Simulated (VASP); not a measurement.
Set up this calculation in VASP 6.6.1, as the native input.

| Item | Value |
| --- | --- |
| Task | single point |
| Functional | PBE |
| Dispersion | D3(BJ) |
| Potentials or basis | VASP PAW PBE potentials, release 64 (Na_pv, I) |
| Cutoff | 520 eV |
| k mesh | 8 × 8 × 8 |
| Occupations | gaussian, width 0.02 eV |
| Spin | no spin polarisation |
| Dipole correction | no |
| Further INCAR settings | ALGO = Normal; EDIFF = 1e-07; NBANDS = 14 |

The structure of NaI lies in POSCAR:

```
NaI
1.0
    2.3824743725     -3.3964915685      0.0000000000
    2.3824743725      3.3964915685      0.0000000000
    0.0000000000      0.0000000000      4.1047758786
Na I
1 1
Direct
    0.0000000000      0.0000000000      0.0000000000
    0.5000000000      0.5000000000      0.5000000000
```

The input as run:

INCAR

```
SYSTEM = NaI
  PREC = Accurate
  ENCUT = 520
  EDIFF = 1E-7
  ISMEAR = 0
  SIGMA = 0.02
  LREAL = .FALSE.
  LASPH = .TRUE.
  NELM = 100
  ALGO = Normal
  ISIF = 2
  LWAVE = .FALSE.
  LCHARG = .FALSE.
  GGA = PE
  IVDW = 12
  NBANDS = 14
```

KPOINTS

```
Automatic mesh
0
G
  8 8 8
  0 0 0
```

Potentials or basis: VASP PAW PBE potentials, release 64 (Na_pv, I).

The run is started by

```sh
$ cat potpaw_PBE.64/Na_pv/POTCAR potpaw_PBE.64/I/POTCAR > POTCAR
$ mpirun -np 1 vasp_std > vasp.out
```

It gave:

| Quantity | Value |
| --- | --- |
| Pressure | 0.0 GPa |
| Band gap on the k mesh | 2.49 eV, indirect (least direct gap 2.76 eV) |
| Dispersion energy per atom | -0.258 eV |

Caveat: spin-orbit coupling is left out, which moves the levels of the heavy elements.

Wall time 23 s on 1 thread of Intel(R) Xeon(R) 6975P-C (Granite Rapids), with other jobs on the host, peak memory 0.24 GiB.
